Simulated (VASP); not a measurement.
Set up this calculation in VASP 6.6.1, as the native input.

```yaml
Task: relaxation of cell and atoms
Functional: PBEsol
Potentials_or_basis: VASP PAW PBE potentials, release 64 (Ti_sv)
Cutoff: 600 eV
k_mesh: 11 × 11 × 11
Occupations: fermi-dirac, width 0.05 eV
Spin: no spin polarisation
Target_pressure: 5 GPa
Dipole_correction: no
Further_INCAR_settings: ALGO = Normal; EDIFF = 1e-07; IBRION = 2; EDIFFG = -0.01; NSW = 80; ISIF = 3
```

The structure of Ti lies in POSCAR:

```
Ti
1.0
    0.0000000000      2.0300000000      2.0300000000
    2.0300000000      0.0000000000      2.0300000000
    2.0300000000      2.0300000000      0.0000000000
Ti
1
Direct
    0.0000000000      0.0000000000      0.0000000000
```

One way to write it, as run:

INCAR

```
SYSTEM = Ti
  PREC = Accurate
  ENCUT = 600
  EDIFF = 1E-7
  ISMEAR = -1
  SIGMA = 0.05
  LREAL = .False.
  LASPH = .True.
  NELM = 60
  ALGO = Normal
  ISIF = 3
  LWAVE = .False.
  LCHARG = .False.
  GGA = PS
  IBRION = 2
  NSW = 80
  EDIFFG = -0.01
  PSTRESS = 50.0
```

KPOINTS

```
regular mesh
0
Gamma
  11 11 11
  0 0 0
```

Potentials or basis: VASP PAW PBE potentials, release 64 (Ti_sv).

Command:

```sh
$ cat potpaw_PBE.64/Ti_sv/POTCAR > POTCAR
$ mpirun -np 1 vasp_std > vasp.out
```

Results of the run:

```yaml
Relaxed_volume: 15.94 Å³/atom
Relaxed_cell: a = 2.825 Å, b = 2.825 Å, c = 2.825 Å, α = 60.00°, β = 60.00°, γ = 60.00°
Space_group_after_relaxing_to_0.05_Å: Fm-3m (No. 225)
Energy_change_on_relaxing_the_enthalpy_is_what_falls: +9.7 meV/atom
Ionic_steps: 3
Pressure_after_relaxing: 5.0 GPa
Band_gap_on_the_k_mesh: zero (band 6 reaches 9.96 eV, above the bottom of band 7 at 8.73 eV)
```

Caveat: the cell is relaxed towards a set pressure, so the enthalpy falls and the energy may rise; the PAW data sets were made with another functional, which shifts forces and pressure a little.

Run time: 14 s on 1 thread of Intel(R) Xeon(R) 6975P-C (Granite Rapids), on a shared host, peak memory 0.15 GiB.
